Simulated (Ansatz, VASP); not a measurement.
ScIn2Se2 in VASP and in Ansatz

```
Sc In Se
1.0
     3.73324    0.00000    0.00000
    -1.86662    3.23308    0.00000
     0.00000    0.00000   11.25999
Sc In Se
1 2 2
Direct
  0.00000 0.00000 0.00000
  0.66667 0.33333 0.36046
  0.66667 0.33333 0.63954
  0.33333 0.66667 0.14841
  0.33333 0.66667 0.85159
```

Alike in both runs: functional PBE; k mesh 5 × 5 × 2; occupations gaussian, width 0.2 eV; no spin polarisation.

Ansatz relaxed the structure, and its values are those at the end. VASP's run is a single point on that final structure, the one shown.

|  | VASP | Ansatz |
| --- | --- | --- |
| version | VASP 6.6.1 | Ansatz 0.2.0 |
| potentials or method | VASP PAW PBE potentials, release 64 (Sc_sv, In_d, Se), cutoff 520 eV | scalar-relativistic, plane waves, PAW |
| valence electrons in the cell | 49 | 69 |

VASP gave:

```
gap on the k mesh at the Fermi level (eV) : none
pressure (GPa)                            : 0.1
rms of the force components (eV/Å)        : 0.014
```

**Question.** Which values does Ansatz return?

**Answer.** gap on the k mesh at the Fermi level (eV): none; pressure (GPa): 0.0; rms of the force components (eV/Å): 0.015.

A gap of «none» marks a metal or a gap that the smearing closes. VASP's potentials hold 49 valence electrons a cell and Ansatz's 69, so a difference there can come from the potentials and not from the codes.

The k mesh is coarse, so the values compare programs but aren't converged.
